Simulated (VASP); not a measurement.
# BiTe (C2/m) in VASP: single point with PBEsol

Aim: the single point of BiTe with PBEsol.

Program: VASP 6.6.1. These are calculated values, not measurements. Logs are shortened: lines on timing, memory, paths and dates and some standing lists are left out, and cuts for length are marked.

**1. The cell of the first run**

The structure is monoclinic, space group C2/m (No. 12). Conventional cell: a = 7.340 Å, b = 4.945 Å, c = 4.067 Å, α = 90.00°, β = 116.29°, γ = 90.00°. Bi (site symmetry 2/m) has 6 Te at 3.20 to 3.32 Å and 2 Bi at 4.07 Å within 4.2 Å. Te (site symmetry 2/m) has 6 Bi at 3.20 to 3.32 Å and 2 Te at 4.07 Å within 4.2 Å.

**2. Single point, PBEsol (strained)**

INCAR

```
ALGO     = Normal         # electronic algorithm
EDIFF    = 1E-7           # SCF threshold, eV
ENCUT    = 520            # plane-wave cutoff, eV
GGA      = PS             # functional
ISIF     = 2              # what is computed and relaxed
ISMEAR   = 0              # smearing method
LASPH    = True           # aspherical terms in the spheres
LCHARG   = False          # write CHGCAR
LREAL    = False          # projectors in reciprocal space
LWAVE    = False          # write WAVECAR
NBANDS   = 18             # bands
NELM     = 100            # most SCF steps
PREC     = Accurate       # precision mode
SIGMA    = 0.1            # smearing width, eV
```

KPOINTS

```
k-points
0
Gamma
  12 12 12
```

POSCAR

```
BiTe
1.0
    2.2303478432      1.2876947566      3.1477482132
   -2.5504783131      1.3825195388      3.3415648350
   -0.0779445646     -2.9000031091      3.3415480048
Bi Te
1 1
Direct
    0.5000000000      0.5000000000      0.5000000000
    0.0000000000      0.0000000000      0.0000000000
```

Potentials or basis: VASP PAW PBE potentials, release 64 (Bi_d, Te).

On the command line:

```bash
> cat potpaw_PBE.64/Bi_d/POTCAR potpaw_PBE.64/Te/POTCAR > POTCAR
> mpirun -np 1 vasp_std > vasp.out
```

OUTCAR:

```text
EDIFF = 1E-7
   ENCUT = 520
   GGA = PS
   ISIF = 2
   ISMEAR = 0
   LASPH = True
   LREAL = False
   NELM = 100
   PREC = Accurate

 ion  position               nearest neighbor table
   1  0.500  0.500  0.500-   2 3.20   2 3.20   2 3.20   2 3.20   2 3.32   2 3.32
   2  0.000  0.000  0.000-   1 3.20   1 3.20   1 3.20   1 3.20   1 3.32   1 3.32

  LATTYP: Found a base centered monoclinic cell.
 ALAT       =     7.3399836812
 B/A-ratio  =     0.6737127076
 C/A-ratio  =     0.5540957800
 COS(beta)  =    -0.4428632893

  Lattice vectors:

 A1 = (   2.5504783131,  -1.3825195388,  -3.3415648350)
 A2 = (   0.0779445646,   2.9000031091,  -3.3415480048)
 A3 = (   2.2303478432,   1.2876947566,   3.1477482132)

Analysis of symmetry for initial positions (statically):
=====================================================================
 Subroutine PRICEL returns:
 Original cell was already a primitive cell.

 Routine SETGRP: Setting up the symmetry group for a
 base centered monoclinic supercell.

 Subroutine GETGRP returns: Found  4 space group operations
 (whereof  4 operations were pure point group operations)
 out of a pool of  4 trial point group operations.

The static configuration has the point symmetry C_2h.

Analysis of symmetry for dynamics (positions and initial velocities):
=====================================================================
 Subroutine PRICEL returns:
 Original cell was already a primitive cell.

 Routine SETGRP: Setting up the symmetry group for a
 base centered monoclinic supercell.

 Subroutine GETGRP returns: Found  4 space group operations
 (whereof  4 operations were pure point group operations)
 out of a pool of  4 trial point group operations.

The dynamic configuration has the point symmetry C_2h.

 Subroutine INISYM returns: Found  4 space group operations
 (whereof  4 operations are pure point group operations),
 and found     1 'primitive' translations

----------------------------------------------------------------------------------------

                                     Primitive cell

  volume of cell :      66.1772

  direct lattice vectors                    reciprocal lattice vectors
     2.230347843  1.287694757  3.147748213     0.216242227  0.124847979  0.113394879
    -2.550478313  1.382519539  3.341564835    -0.202960758  0.116326544  0.096221167
    -0.077944565 -2.900003109  3.341548005    -0.000739044 -0.233934299  0.096222530

  length of vectors
     4.067053983  4.425195526  4.425159484     0.274237337  0.252949495  0.252951730

  position of ions in fractional coordinates (direct lattice)
     0.500000000  0.500000000  0.500000000
     0.000000000  0.000000000  0.000000000

  ion indices of the primitive-cell ions
   primitive index   ion index
                 1           1
                 2           2

----------------------------------------------------------------------------------------

 KPOINTS: k-points

Automatic generation of k-mesh.
 Grid dimensions read from file:
 generate k-points for:   12   12   12

 Generating k-lattice:

  Cartesian coordinates                     Fractional coordinates (reciprocal lattice)
     0.018020186  0.010403998  0.009449573     0.083333333  0.000000000 -0.000000000
    -0.016913396  0.009693879  0.008018431     0.000000000  0.083333333 -0.000000000
    -0.000061587 -0.019494525  0.008018544     0.000000000  0.000000000  0.083333333

  Length of vectors
     0.022853111  0.021079125  0.021079311

  Shift w.r.t. Gamma in fractional coordinates (k-lattice)
     0.000000000  0.000000000  0.000000000

 Subroutine IBZKPT returns following result:
 ===========================================

 Found    476 irreducible k-points:

 Following reciprocal coordinates:
            Coordinates               Weight
  0.000000  0.000000  0.000000      1.000000
  0.083333  0.000000  0.000000      2.000000
  0.166667 -0.000000  0.000000      2.000000
  0.250000  0.000000  0.000000      2.000000
  0.333333 -0.000000 -0.000000      2.000000
  0.416667  0.000000  0.000000      2.000000
[... 16 lines left out ...]
  0.250000  0.166667  0.000000      4.000000
  0.333333  0.166667 -0.000000      4.000000
 [... further k-points ...]
   k-points           NKPTS =    476   k-points in BZ     NKDIM =    476   number of bands    NBANDS=     18
   number of dos      NEDOS =    301   number of ions     NIONS =      2
   total plane-waves  NPLWV =  38880
   dimension x,y,z NGX =    30 NGY =   36 NGZ =   36
   dimension x,y,z NGXF=    60 NGYF=   72 NGZF=   72
   ions per type =               1   1
   NGX,Y,Z   is equivalent  to a cutoff of  12.26, 13.52, 13.52 a.u.
   NGXF,Y,Z  is equivalent  to a cutoff of  24.53, 27.05, 27.05 a.u.
 SYSTEM =  unknown system
   PREC   = accura    normal or accurate (medium, high low for compatibility)
   ISTART =      0    job   : 0-new  1-cont  2-samecut
   ICHARG =      2    charge: 1-file 2-atom 10-const
   ISPIN  =      1    spin polarized calculation?
   LNONCOLLINEAR =      F non collinear calculations
   LSORBIT =      F    spin-orbit coupling
   LASPH  =      T    aspherical Exc in radial PAW
   ENCUT  =  520.0 eV  38.22 Ry    6.18 a.u.   7.56  8.23  8.23*2*pi/ulx,y,z
   NELM   =    100;   NELMIN=  2; NELMDL= -5     # of ELM steps
   EDIFF  = 0.1E-06   stopping-criterion for ELM
   LREAL  =      F    real-space projection
   EDIFFG = 0.1E-05   stopping-criterion for IOM
   NSW    =      0    number of steps for IOM
   IBRION =     -1    ionic relax: 0-MD 1-quasi-New 2-CG
   NFREE  =      0    steps in history (QN), initial steepest desc. (CG)
   ISIF   =      2    stress and relaxation
   ISYM   =      2    0-nonsym 1-usesym 2-fastsym
   POTIM  = 0.5000    time-step for ionic-motion
   TEBEG  =    0.0;   TEEND  =   0.0 temperature during run
   PSTRESS=    0.0 pullay stress
   NELECT =      21.0000    total number of electrons
   NUPDOWN=      -1.0000    fix difference up-down
   EMIN   =  10.00;   EMAX   =-10.00  energy-range for DOS
   EFERMI =   0.00;   METHOD = LEGACY
   ISMEAR =     0;   SIGMA  =   0.10  broadening in eV -4-tet -1-fermi 0-gaus
   EFERMI_NEDOS =   21; number of points for ismear=-14 and -15
   IALGO  =     38    algorithm
   IMIX   =      4    mixing-type and parameters
     AMIX     =   0.40;   BMIX     =  1.00
     AMIX_MAG =   1.60;   BMIX_MAG =  1.00
  volume/ion in A,a.u.               =      33.09       223.29
  Fermi-wavevector in a.u.,A,eV,Ry     =   1.116636  2.110137 16.964792  1.246877
  Thomas-Fermi vector in A             =   2.253252
   LORBIT       =      0    0 simple, 1 ext, 2 COOP (PROOUT), +10 PAW based schemes
   GGA     = PS    functional components
   LHFCALC =     F    Hartree Fock is set to
   AEXX    =    0.0000 exact exchange contribution
   IVDW    =     0    specifies the selected vdW correction
   LEPSILON=     F    determine dielectric tensor
   LRPA    =     F    only Hartree local field effects (RPA)
 non-spin polarized calculation
 Gauss-broadening in eV      SIGMA  =   0.10
  energy-cutoff  :      520.00
  volume of cell :       66.18
 maximum number of plane-waves:      1806
   NGX = 15   NGY = 17   NGZ = 17

 number of electron      20.9999992 magnetization

 Free energy of the ion-electron system (eV)
  ---------------------------------------------------
  ext. energy  EPLUGINS =         0.00000000
  ---------------------------------------------------
  free energy    TOTEN  =        -7.97868250 eV

  energy without entropy =       -7.97231599  energy(sigma->0) =       -7.97549924

 E-fermi :   6.6932     XC(G=0):  -9.7197

 val. band max:        6.6905836565   @ k =   0.5000  -0.4167   0.4167
 cond. band min:       6.6950751910   @ k =  -0.4167   0.3333   0.3333
 fundamental gap:      0.0044915345
 Fermi energy:         6.6932327705

 k-point     1 :       0.0000    0.0000    0.0000
  band No.  band energies     occupation
      1     -16.4329      2.00000
      2     -16.4282      2.00000
      3     -16.4162      2.00000
      4     -16.4090      2.00000
      5     -16.3951      2.00000
      6      -6.8830      2.00000
[... 10 lines left out ...]
     17      13.6008      0.00000
     18      13.7764      0.00000

 k-point     2 :       0.0833    0.0000    0.0000
  band No.  band energies     occupation
      1     -16.4317      2.00000
      2     -16.4288      2.00000
      3     -16.4162      2.00000
      4     -16.4084      2.00000
      5     -16.3954      2.00000
      6      -6.8164      2.00000
[... 10 lines left out ...]
     17      13.1094      0.00000
     18      14.2693      0.00000

 k-point     3 :       0.1667   -0.0000    0.0000
  band No.  band energies     occupation
      1     -16.4306      2.00000
      2     -16.4290      2.00000
      3     -16.4160      2.00000
      4     -16.4063      2.00000
      5     -16.3961      2.00000
      6      -6.6177      2.00000
[... 10 lines left out ...]
     17      13.6549      0.00000
     18      15.4444      0.00000

 k-point     4 :       0.2500    0.0000    0.0000
  band No.  band energies     occupation
      1     -16.4333      2.00000
      2     -16.4265      2.00000
      3     -16.4154      2.00000
      4     -16.4026      2.00000
      5     -16.3968      2.00000
      6      -6.2913      2.00000
[... 375 lines left out ...]
      4     -16.4060      2.00000
      5     -16.3960      2.00000
      6      -6.5211      2.00000
[... 10 lines left out ...]
     17      13.0567      0.00000
     18      14.4196      0.00000

 k-point    23 :       0.2500    0.1667    0.0000
  band No.  band energies     occupation
      1     -16.4351      2.00000
      2     -16.4253      2.00000
      3     -16.4146      2.00000
      4     -16.4017      2.00000
      5     -16.3972      2.00000
      6      -6.2656      2.00000
[... 10 lines left out ...]
     17      14.2465      0.00000
     18      15.3803      0.00000

 k-point    24 :       0.3333    0.1667   -0.0000
  band No.  band energies     occupation
      1     -16.4380      2.00000
      2     -16.4238      2.00000
      3     -16.4141      2.00000
      4     -16.3992      2.00000
      5     -16.3956      2.00000
      6      -5.8944      2.00000
[... 10 lines left out ...]
     17      15.7383      0.00000
     18      16.5011      0.00000

 [... further k-points ...]

------------------------ aborting loop because EDIFF is reached ----------------------------------------

  FORCE on cell =-STRESS in cart. coord.  units (eV):
  Direction    XX          YY          ZZ          XY          YZ          ZX
  --------------------------------------------------------------------------------------
  -------------------------------------------------------------------------------------
  Total       -0.9807518     -0.6227605     -0.5806620     -0.3100149      0.3312133      0.5736893
  in kB      -23.7444075    -15.0772903    -14.0580690     -7.5055897      8.0188120     13.8892568
  external PRESSURE =     -17.6265889 kB  Pullay stress =       0.0000000 kB

 VOLUME and BASIS-vectors are now :
 -----------------------------------------------------------------------------
  energy-cutoff  :      520.00
  volume of cell :       66.18
      direct lattice vectors                 reciprocal lattice vectors
     2.230347843  1.287694757  3.147748213     0.216242227  0.124847979  0.113394879
    -2.550478313  1.382519539  3.341564835    -0.202960758  0.116326544  0.096221167
    -0.077944565 -2.900003109  3.341548005    -0.000739044 -0.233934299  0.096222530

 POSITION                                       TOTAL-FORCE (eV/Angst)
 -----------------------------------------------------------------------------------
     -0.19904     -0.11489      4.91543         0.000000      0.000000      0.000000
      0.00000      0.00000      0.00000        -0.000000      0.000000     -0.000000
 -----------------------------------------------------------------------------------
    total drift:                               -0.000000      0.000000      0.000000

  FREE ENERGIE OF THE ION-ELECTRON SYSTEM (eV)
  ---------------------------------------------------
  free  energy   TOTEN  =        -7.9786824981 eV

  energy  without entropy=       -7.9723159862  energy(sigma->0) =       -7.97549924
```

Wall time 9.1 min (1 thread of Intel Xeon Platinum 8259CL at 2.50GHz (Skylake/Cascade Lake), shared host); peak memory 0.64 GiB.

Results:

```
Free energy : -7.9787 eV
Pressure    : -1.8 GPa
```

Caveat: the cell differs from its parent crystal (strained); the PAW data sets were made with another functional, which shifts forces and pressure a little; spin-orbit coupling is left out, which moves the levels of the heavy elements.
